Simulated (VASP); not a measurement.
## W3Se: relaxation of cell and atoms with PBE

Crystal: W3Se.

```
W Se
1.0
     4.04509    0.00000    0.00000
     0.00000    4.04509    0.00000
     0.00000    0.00000    4.04509
W Se
3 1
Direct
  0.00000 0.50000 0.50000
  0.50000 0.00000 0.50000
  0.50000 0.50000 0.00000
  0.00000 0.00000 0.00000
```

* Program: VASP 6.6.1
* Task: relaxation of cell and atoms
* Functional: PBE
* Potentials or basis: VASP PAW PBE potentials, release 64 (W_sv, Se)
* Cutoff: 600 eV
* k mesh: 12 × 12 × 12
* Occupations: gaussian, width 0.1 eV
* Spin: no spin polarisation
* Dipole correction: no
* Further INCAR settings: ALGO = Normal; EDIFF = 1e-06; IBRION = 2; EDIFFG = -0.01; NSW = 100; ISIF = 3

```
Relaxed volume                         : 16.52 Å³/atom
Relaxed cell                           : a = 4.043 Å, b = 4.043 Å, c = 4.043 Å, α = 90.00°, β = 90.00°, γ = 90.00°
Space group after relaxing (to 0.05 Å) : Pm-3m (No. 221)
Energy gained by relaxing              : 0.0 meV/atom
Ionic steps                            : 3
Pressure after relaxing                : 0.0 GPa
Band gap on the k mesh                 : zero (band 24 reaches 11.36 eV, above the bottom of band 25 at 10.24 eV)
```

The path:
```
step  energy change (eV)  largest force (eV/Å)  pressure (GPa)  volume (Å³)
   1              0.0000                0.0000           -0.32        66.19
   2              0.0003                0.0000            0.66        65.87
   3             -0.0001                0.0000            0.02        66.09
```

Final structure:
```
CELL_PARAMETERS angstrom
4.04301 0.00000 0.00000
0.00000 4.04301 0.00000
0.00000 0.00000 4.04301
ATOMIC_POSITIONS crystal
W 0.00000 0.50000 0.50000
W 0.50000 0.00000 0.50000
W 0.50000 0.50000 0.00000
Se 0.00000 0.00000 0.00000
```

Levels at points of the mesh, in eV from the Fermi level:
```tsv
k point	band 22	band 23	band 24	band 25	band 26	band 27
(0.00, 0.00, 0.00)	-4.38	-1.85	0.10	0.10	0.10	2.60
(0.50, 0.00, 0.00)	-1.58	-1.48	-1.32	-0.15	-0.13	-0.13
(0.50, 0.50, 0.00)	-1.51	-0.95	-0.14	-0.14	0.00	0.07
(0.50, 0.50, 0.50)	-1.61	-0.82	-0.14	-0.14	-0.14	-0.04
```

It took 2.7 min on 1 thread of Intel(R) Xeon(R) Platinum 8488C (Sapphire Rapids), on a shared host, peak memory 0.3 GiB.

Caveat: spin-orbit coupling is left out, which moves the levels of the heavy elements.
